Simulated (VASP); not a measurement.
Wanted: the native input for a VASP 6.6.1 run.

```yaml
Task: single point
Functional: PBE
Potentials_or_basis: VASP PAW PBE potentials, release 64 (Re)
Cutoff: 520 eV
k_mesh: 10 × 10 × 10
Occupations: gaussian, width 0.15 eV
Spin: no spin polarisation
Dipole_correction: no
Further_INCAR_settings: ALGO = Fast; EDIFF = 1e-06; NBANDS = 10
```

The structure of Re lies in POSCAR:

```
Re
1.0
    0.0000000000      2.0433691098      1.9407919805
    2.0433691098      0.0000000000      1.9407919805
    2.0433691098      2.0433691098      0.0000000000
Re
1
Direct
    0.0000000000      0.0000000000      0.0000000000
```

This cell differs from its parent crystal: volume 16.207 Å^3 an atom, c/a of the conventional cell 0.9498.

The input as run:

INCAR

```
SYSTEM = Re
PREC     = Accurate       ! precision mode
ENCUT    = 520            ! plane-wave cutoff, eV
EDIFF    = 1E-6           ! SCF threshold, eV
ISMEAR   = 0              ! smearing method
SIGMA    = 0.15           ! smearing width, eV
LREAL    = .FALSE.        ! projectors in reciprocal space
LASPH    = .TRUE.         ! aspherical terms in the spheres
NELM     = 100            ! most SCF steps
ALGO     = Fast           ! electronic algorithm
ISIF     = 2              ! what is computed and relaxed
LWAVE    = .FALSE.        ! write WAVECAR
LCHARG   = .TRUE.         ! write CHGCAR
GGA      = PE             ! functional
LELF     = .TRUE.         ! ELF
LVHAR    = .TRUE.       
NBANDS   = 10             ! bands
```

KPOINTS

```
Automatic mesh
0
G
  10 10 10
  0 0 0
```

Potentials or basis: VASP PAW PBE potentials, release 64 (Re).

Launch:

```console
$ cat potpaw_PBE.64/Re/POTCAR > POTCAR
$ mpirun -np 1 vasp_std > vasp.out
```

Results of the run:

| Quantity | Value |
| --- | --- |
| Pressure | -24.3 GPa |

Run time: 18 s on 1 thread of Intel(R) Xeon(R) Platinum 8375C CPU @ 2.90GHz (Ice Lake), with other jobs on the host, peak memory 0.15 GiB.
